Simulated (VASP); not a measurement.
In, 1 atom in the cell. It takes space group Im-3m (No. 229, cubic). Conventional cell: a = 3.043 Å, b = 3.043 Å, c = 3.043 Å, α = 90.00°, β = 90.00°, γ = 90.00°. Within 3.5 Å of In (site symmetry m-3m) lie 14 In at 2.63 to 3.04 Å. 

| Item | Value |
| --- | --- |
| Program | VASP 6.6.1 |
| Task | relaxation of cell and atoms |
| Functional | PBE |
| Potentials or basis | VASP PAW PBE potentials, release 64 (In_d) |
| Cutoff | 600 eV |
| k mesh | 18 × 18 × 18 |
| Occupations | fermi-dirac, width 0.08 eV |
| Spin | no spin polarisation |
| Target pressure | 140 GPa |
| Dipole correction | no |
| Further INCAR settings | ALGO = Normal; EDIFF = 1e-06; IBRION = 2; EDIFFG = -0.005; NSW = 60; ISIF = 3 |

Potentials or basis: VASP PAW PBE potentials, release 64 (In_d).

The run is started by

```sh
$ cat potpaw_PBE.64/In_d/POTCAR > POTCAR
$ mpirun -np 1 vasp_std > vasp.out
```

Hardware: 1 thread of Intel(R) Xeon(R) 6975P-C (Granite Rapids) (shared host).

Q: How long does it take, and how much memory?

A: It took 30 s on 1 thread of Intel(R) Xeon(R) 6975P-C (Granite Rapids), with other jobs on the host, peak memory 0.17 GiB. Counts: scf iterations 35, k points 195, ion steps 6.
